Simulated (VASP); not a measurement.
# SrO (P6_3/mmc) in VASP: settings compared, part 2 of 2

VASP 6.6.1. Earlier steps stand in the parts before.

### Step 3. Single point, PBEsol

This run uses another cell than the first one, of 16.83 Å³/atom.

INCAR

```
PREC = Accurate
ENCUT = 520
EDIFF = 1E-7
ISMEAR = -1
SIGMA = 0.02
LREAL = False
LASPH = True
NELM = 80
ALGO = Normal
ISIF = 2
LWAVE = False
LCHARG = False
GGA = PS
NBANDS = 24
```

KPOINTS

```
Automatic mesh
0
Gamma
  12 12 4
```

POSCAR

```
SrO
1.0
    3.5367300927      0.0000000000      0.0000000000
   -1.7683650464      3.0628981066      0.0000000000
    0.0000000000      0.0000000000      6.2133148074
Sr O
2 2
Direct
    0.0000000000      0.0000000000      0.0000000000
    0.0000000000      0.0000000000      0.5000000000
    0.3333333333      0.6666666667      0.2500000000
    0.6666666667      0.3333333333      0.7500000000
```

Potentials or basis: VASP PAW PBE potentials, release 64 (Sr_sv, O).

Run with:

```sh
$ cat potpaw_PBE.64/Sr_sv/POTCAR potpaw_PBE.64/O/POTCAR > POTCAR
$ mpirun -np 1 vasp_std > vasp.out
```

OUTCAR:

```text
PREC = Accurate
   ENCUT = 520
   EDIFF = 1E-7
   ISMEAR = -1
   LREAL = False
   LASPH = True
   NELM = 80
   ISIF = 2
   GGA = PS

 ion  position               nearest neighbor table
   1  0.000  0.000  0.000-   3 2.57   4 2.57   4 2.57   3 2.57   4 2.57   3 2.57   2 3.11   2 3.11
                             2 4.71   2 4.71   2 4.71   2 4.71   2 4.71   2 4.71   2 4.71   2 4.71
   2  0.000  0.000  0.500-   3 2.57   4 2.57   4 2.57   3 2.57   4 2.57   3 2.57   1 3.11   1 3.11
                             1 4.71   1 4.71   1 4.71   1 4.71   1 4.71   1 4.71   1 4.71   1 4.71
   3  0.333  0.667  0.250-   1 2.57   2 2.57   1 2.57   2 2.57   1 2.57   2 2.57
   4  0.667  0.333  0.750-   1 2.57   2 2.57   1 2.57   2 2.57   1 2.57   2 2.57

  LATTYP: Found a hexagonal cell.
 ALAT       =     3.5367300927
 C/A-ratio  =     1.7567964319

  Lattice vectors:

 A1 = (   3.5367300927,   0.0000000000,   0.0000000000)
 A2 = (  -1.7683650464,   3.0628981066,   0.0000000000)
 A3 = (   0.0000000000,   0.0000000000,   6.2133148074)

Analysis of symmetry for initial positions (statically):
=====================================================================
 Subroutine PRICEL returns:
[... 178 lines left out ...]

 val. band max:        1.6427644244   @ k =   0.0000   0.0000   0.0000
 cond. band min:       4.9770279332   @ k =   0.0000   0.0000   0.0000
 fundamental gap:      3.3342635088
 Fermi energy:         2.1614597268

 k-point     1 :       0.0000    0.0000    0.0000
  band No.  band energies     occupation
      1     -30.9932      2.00000
      2     -30.7596      2.00000
      3     -15.4036      2.00000
      4     -13.4317      2.00000
      5     -12.6243      2.00000
      6     -12.6243      2.00000
[... 637 lines left out ...]
     23      10.9628      0.00000
     24      11.1670      0.00000

 [... further k-points ...]

------------------------ aborting loop because EDIFF is reached ----------------------------------------

  FORCE on cell =-STRESS in cart. coord.  units (eV):
  Direction    XX          YY          ZZ          XY          YZ          ZX
  --------------------------------------------------------------------------------------
  -------------------------------------------------------------------------------------
  Total        0.2625529      0.2625529      0.3454979     -0.0000000      0.0000000      0.0000000
  in kB        6.2498509      6.2498509      8.2242862     -0.0000000      0.0000000      0.0000000
  external PRESSURE =       6.9079960 kB  Pullay stress =       0.0000000 kB

 VOLUME and BASIS-vectors are now :
 -----------------------------------------------------------------------------
  energy-cutoff  :      520.00
  volume of cell :       67.31
      direct lattice vectors                 reciprocal lattice vectors
     3.536730093  0.000000000  0.000000000     0.282747050  0.163244085  0.000000000
    -1.768365046  3.062898107  0.000000000     0.000000000  0.326488171  0.000000000
     0.000000000  0.000000000  6.213314807     0.000000000  0.000000000  0.160944686

 POSITION                                       TOTAL-FORCE (eV/Angst)
 -----------------------------------------------------------------------------------
      0.00000      0.00000      0.00000         0.000000      0.000000      0.000000
      0.00000      0.00000      3.10666         0.000000      0.000000      0.000000
     -0.00000      2.04193      1.55333        -0.000000     -0.000000      0.000000
      1.76837      1.02097      4.65999         0.000000      0.000000     -0.000000
 -----------------------------------------------------------------------------------
    total drift:                                0.000000     -0.000000      0.000000

  FREE ENERGIE OF THE ION-ELECTRON SYSTEM (eV)
  ---------------------------------------------------
  free  energy   TOTEN  =       -24.6754115700 eV

  energy  without entropy=      -24.6754115700  energy(sigma->0) =      -24.67541157
```

OSZICAR:

```text
N       E                     dE             d eps       ncg     rms          rms(c)
DAV:   1     0.174668207975E+03    0.17467E+03   -0.16933E+04  2736   0.130E+03
DAV:   2    -0.185184717722E+02   -0.19319E+03   -0.18027E+03  3752   0.283E+02
DAV:   3    -0.283993238094E+02   -0.98809E+01   -0.98116E+01  4240   0.582E+01
DAV:   4    -0.286905921634E+02   -0.29127E+00   -0.29116E+00  3736   0.778E+00
DAV:   5    -0.286927538003E+02   -0.21616E-02   -0.21616E-02  3800   0.802E-01    0.247E+01
DAV:   6    -0.248978164615E+02    0.37949E+01   -0.18985E+01  3144   0.231E+01    0.291E+01
DAV:   7    -0.247749442737E+02    0.12287E+00   -0.13939E+00  3688   0.629E+00    0.203E+01
DAV:   8    -0.246971091705E+02    0.77835E-01   -0.73211E-01  3032   0.546E+00    0.176E+00
DAV:   9    -0.246738918822E+02    0.23217E-01   -0.91498E-02  4008   0.192E+00    0.482E-01
DAV:  10    -0.246752288550E+02   -0.13370E-02   -0.79330E-03  3264   0.493E-01    0.232E-01
DAV:  11    -0.246753841970E+02   -0.15534E-03   -0.74457E-04  3864   0.143E-01    0.288E-02
DAV:  12    -0.246754210428E+02   -0.36846E-04   -0.18876E-04  3600   0.678E-02    0.386E-02
DAV:  13    -0.246754124756E+02    0.85672E-05   -0.25351E-05  3304   0.311E-02    0.215E-02
DAV:  14    -0.246754116062E+02    0.86940E-06   -0.69127E-06  3856   0.161E-02    0.244E-03
DAV:  15    -0.246754117431E+02   -0.13686E-06   -0.47541E-07  3616   0.395E-03    0.192E-03
DAV:  16    -0.246754116006E+02    0.14248E-06   -0.24422E-08  1640   0.106E-03    0.270E-04
DAV:  17    -0.246754115700E+02    0.30579E-07   -0.11036E-08  1608   0.629E-04
   1 F= -.24675412E+02 E0= -.24675412E+02  d E =-.476898E-13
```

stdout:

```text
POSCAR found type information on POSCAR SrO
 POSCAR found :  2 types and       4 ions
 scaLAPACK will be used
 -----------------------------------------------------------------------------
|                                                                             |
|                                                                             |
|     You enforced a specific xc type in the INCAR file but a different       |
|     I HOPE YOU KNOW WHAT YOU ARE DOING!                                     |
|                                                                             |
 -----------------------------------------------------------------------------

 LDA part: xc-table for (Slater+PW92), standard interpolation
 POSCAR, INCAR and KPOINTS ok, starting setup
 FFT: planning ... GRIDC
 FFT: planning ... GRID_SOFT
 FFT: planning ... GRID
 WAVECAR not read
 entering main loop
```

Run time: 53 s. Hardware: 1 thread of Intel Xeon 6975P-C (Granite Rapids), shared host; peak memory 0.23 GiB.

Results:

- Free energy: -24.6754 eV
- Pressure: 0.7 GPa
- Band gap on the k mesh: 3.33 eV

Stress tensor (GPa, compression positive):
```
0.62 0.00 0.00
0.00 0.62 0.00
0.00 0.00 0.82
```

Caveat: the PAW data sets were made with another functional, which shifts forces and pressure a little. A k mesh can miss the band edges.

### Step 4. Single point, PBE

This run uses another cell than the first one, of 17.19 Å³/atom.

INCAR

```
SYSTEM = SrO
ALGO = Normal
EDIFF = 1E-6
ENCUT = 520
GGA = PE
ISIF = 2
ISMEAR = -1
LASPH = .TRUE.
LCHARG = .FALSE.
LREAL = .FALSE.
LWAVE = .FALSE.
NBANDS = 24
NELM = 100
PREC = Accurate
SIGMA = 0.02
```

KPOINTS

```
k-points
0
G
  12 12 4
  0 0 0
```

POSCAR

```
SrO
1.0
    3.5632380098      0.0000000000      0.0000000000
   -1.7816190049      3.0858546362      0.0000000000
    0.0000000000      0.0000000000      6.2551048084
Sr O
2 2
Direct
    0.0000000000      0.0000000000      0.0000000000
    0.0000000000      0.0000000000      0.5000000000
    0.3333333333      0.6666666667      0.2500000000
    0.6666666667      0.3333333333      0.7500000000
```

Potentials or basis: VASP PAW PBE potentials, release 64 (Sr_sv, O).

Run with:

```sh
$ cat potpaw_PBE.64/Sr_sv/POTCAR potpaw_PBE.64/O/POTCAR > POTCAR
$ mpirun -np 1 vasp_std > vasp.out
```

OUTCAR:

```text
SYSTEM = SrO
   EDIFF = 1E-6
   ENCUT = 520
   GGA = PE
   ISIF = 2
   ISMEAR = -1
   LASPH = .TRUE.
   LREAL = .FALSE.
   NELM = 100
   PREC = Accurate

 ion  position               nearest neighbor table
   1  0.000  0.000  0.000-   3 2.58   4 2.58   3 2.58   4 2.58   4 2.58   3 2.58   2 3.13   2 3.13
                             2 4.74   2 4.74   2 4.74   2 4.74   2 4.74   2 4.74   2 4.74   2 4.74
   2  0.000  0.000  0.500-   3 2.58   4 2.58   3 2.58   4 2.58   4 2.58   3 2.58   1 3.13   1 3.13
                             1 4.74   1 4.74   1 4.74   1 4.74   1 4.74   1 4.74   1 4.74   1 4.74
   3  0.333  0.667  0.250-   1 2.58   2 2.58   1 2.58   2 2.58   1 2.58   2 2.58
   4  0.667  0.333  0.750-   1 2.58   2 2.58   1 2.58   2 2.58   1 2.58   2 2.58

  LATTYP: Found a hexagonal cell.
 ALAT       =     3.5632380098
 C/A-ratio  =     1.7554552323

  Lattice vectors:

 A1 = (   3.5632380098,   0.0000000000,   0.0000000000)
 A2 = (  -1.7816190049,   3.0858546362,   0.0000000000)
 A3 = (   0.0000000000,   0.0000000000,   6.2551048084)

Analysis of symmetry for initial positions (statically):
=====================================================================
 Subroutine PRICEL returns:
 Original cell was already a primitive cell.

 Routine SETGRP: Setting up the symmetry group for a
[... 178 lines left out ...]
 fundamental gap:      3.4026241224
 Fermi energy:         2.1588622296

 k-point     1 :       0.0000    0.0000    0.0000
  band No.  band energies     occupation
      1     -31.1369      2.00000
      2     -30.9252      2.00000
      3     -15.3425      2.00000
      4     -13.4266      2.00000
      5     -12.7767      2.00000
      6     -12.7767      2.00000
[... 637 lines left out ...]
     23      10.9068      0.00000
     24      11.0897      0.00000

 [... further k-points ...]

------------------------ aborting loop because EDIFF is reached ----------------------------------------

  FORCE on cell =-STRESS in cart. coord.  units (eV):
  Direction    XX          YY          ZZ          XY          YZ          ZX
  --------------------------------------------------------------------------------------
  -------------------------------------------------------------------------------------
  Total        1.0101832      1.0101832      1.2839777      0.0000000      0.0000000      0.0000000
  in kB       23.5318373     23.5318373     29.9097770      0.0000000      0.0000000      0.0000000
  external PRESSURE =      25.6578172 kB  Pullay stress =       0.0000000 kB

 VOLUME and BASIS-vectors are now :
 -----------------------------------------------------------------------------
  energy-cutoff  :      520.00
  volume of cell :       68.78
      direct lattice vectors                 reciprocal lattice vectors
     3.563238010  0.000000000  0.000000000     0.280643616  0.162029667  0.000000000
    -1.781619005  3.085854636  0.000000000     0.000000000  0.324059335  0.000000000
     0.000000000  0.000000000  6.255104808     0.000000000  0.000000000  0.159869424

 POSITION                                       TOTAL-FORCE (eV/Angst)
 -----------------------------------------------------------------------------------
      0.00000      0.00000      0.00000         0.000000      0.000000      0.000000
      0.00000      0.00000      3.12755         0.000000      0.000000      0.000000
     -0.00000      2.05724      1.56378        -0.000000     -0.000000     -0.000000
      1.78162      1.02862      4.69133         0.000000      0.000000      0.000000
 -----------------------------------------------------------------------------------
    total drift:                                0.000000     -0.000000      0.000000

  FREE ENERGIE OF THE ION-ELECTRON SYSTEM (eV)
  ---------------------------------------------------
  free  energy   TOTEN  =       -23.4850566376 eV

  energy  without entropy=      -23.4850566376  energy(sigma->0) =      -23.48505664
```

OSZICAR:

```text
N       E                     dE             d eps       ncg     rms          rms(c)
DAV:   1     0.180953950758E+03    0.18095E+03   -0.17033E+04  2736   0.130E+03
DAV:   2    -0.173311606401E+02   -0.19829E+03   -0.18718E+03  3800   0.282E+02
DAV:   3    -0.276123585215E+02   -0.10281E+02   -0.10206E+02  4152   0.590E+01
DAV:   4    -0.279473201329E+02   -0.33496E+00   -0.33485E+00  3752   0.850E+00
DAV:   5    -0.279508182615E+02   -0.34981E-02   -0.34981E-02  3816   0.896E-01    0.229E+01
DAV:   6    -0.236557816137E+02    0.42950E+01   -0.21924E+01  3192   0.243E+01    0.274E+01
DAV:   7    -0.235415629428E+02    0.11422E+00   -0.15465E+00  3720   0.656E+00    0.187E+01
DAV:   8    -0.235027449819E+02    0.38818E-01   -0.68730E-01  3040   0.540E+00    0.165E+00
DAV:   9    -0.234824368085E+02    0.20308E-01   -0.94852E-02  3976   0.194E+00    0.482E-01
DAV:  10    -0.234845207467E+02   -0.20839E-02   -0.80250E-03  3168   0.510E-01    0.217E-01
DAV:  11    -0.234849871896E+02   -0.46644E-03   -0.13676E-03  3432   0.195E-01    0.324E-02
DAV:  12    -0.234850670587E+02   -0.79869E-04   -0.27329E-04  3736   0.806E-02    0.508E-02
DAV:  13    -0.234850575599E+02    0.94988E-05   -0.23903E-05  3424   0.314E-02    0.237E-02
DAV:  14    -0.234850566943E+02    0.86565E-06   -0.13388E-05  3656   0.224E-02    0.572E-03
DAV:  15    -0.234850566376E+02    0.56674E-07   -0.11815E-06  2168   0.651E-03
   1 F= -.23485057E+02 E0= -.23485057E+02  d E =-.117716E-11
```

Run time: 46 s. Hardware: 1 thread of Intel Xeon 6975P-C (Granite Rapids), shared host; peak memory 0.23 GiB.

Results:

* Free energy: -23.4851 eV
* Pressure: 2.6 GPa
* Band gap on the k mesh: 3.40 eV

A k mesh can miss the band edges.

### Step 5. Single point, LDA

This run uses another cell than the first one, of 17.19 Å³/atom.

INCAR

```
ALGO = Normal
EDIFF = 1E-6
ENCUT = 520
ISIF = 2
ISMEAR = 0
LASPH = True
LCHARG = True
LELF = True
LREAL = False
LVHAR = True
LWAVE = False
NBANDS = 24
NELM = 100
PREC = Accurate
SIGMA = 0.01
```

KPOINTS

```
k-points
0
Gamma
  12 12 4
```

POSCAR is that of step 4.

Potentials or basis: VASP PAW LDA potentials, release 64 (Sr_sv, O).

Run with:

```sh
$ cat potpaw_LDA.64/Sr_sv/POTCAR potpaw_LDA.64/O/POTCAR > POTCAR
$ mpirun -np 1 vasp_std > vasp.out
```

Wall time 46 s (1 thread of Intel Xeon 6975P-C (Granite Rapids), shared host); peak memory 0.21 GiB.

The run converged. Its results:

- Free energy: -26.1328 eV
- Pressure: -4.4 GPa
- Band gap on the k mesh: 3.23 eV

Stress tensor (GPa, compression positive):
```
-4.22  0.00  0.00
 0.00 -4.22  0.00
 0.00  0.00 -4.63
```

Levels at points of the mesh, in eV from the valence-band top:
```
           k point  band 12  band 13  band 14  band 15  band 16  band 17  band 18  band 19  band 20  band 21
(0.00, 0.00, 0.00)    -1.01    -1.01    -0.14     0.00     0.00     3.23     4.19     6.45     6.45     6.83
(0.50, 0.00, 0.00)    -1.52    -1.15    -0.56    -0.27    -0.10     3.49     5.59     6.74     7.35     8.12
(0.00, 0.00, 0.50)    -1.38    -0.54    -0.54    -0.54    -0.54     5.20     5.20     6.36     6.36     7.13
(0.50, 0.00, 0.50)    -1.46    -0.85    -0.85    -0.63    -0.63     4.70     4.70     8.04     8.04     8.51
```

Caveat: the cell stands under tension. A k mesh can miss the band edges.

### Step 6. Summary

```csv
level,potentials or basis,cell,smearing,gap on the mesh (eV),pressure (GPa)
LDA,"VASP PAW LDA potentials, release 64 (Sr_sv, O)","a = 3.496, b = 3.496, c = 6.136 Å, angles 90.0, 90.0, 120.0°, 4 atoms",fermi-dirac 0.02 eV,3.31,0.9
PBEsol,"VASP PAW PBE potentials, release 64 (Sr_sv, O)","a = 3.537, b = 3.537, c = 6.213 Å, angles 90.0, 90.0, 120.0°, 4 atoms",fermi-dirac 0.02 eV,3.33,0.7
PBE,"VASP PAW PBE potentials, release 64 (Sr_sv, O)","a = 3.563, b = 3.563, c = 6.255 Å, angles 90.0, 90.0, 120.0°, 4 atoms",fermi-dirac 0.02 eV,3.40,2.6
LDA,"VASP PAW LDA potentials, release 64 (Sr_sv, O)","a = 3.563, b = 3.563, c = 6.255 Å, angles 90.0, 90.0, 120.0°, 4 atoms",gaussian 0.01 eV,3.23,-4.4
```

Alike in all rows: task single point; no spin polarisation; k mesh 12 × 12 × 4; cutoff (eV) 520.

Caveats: the PAW data sets were made with another functional, which shifts forces and pressure a little (at least some runs); the cell stands under tension (at least some runs).

Total energies depend on the potentials used, so only differences within one code and one set of settings carry meaning.
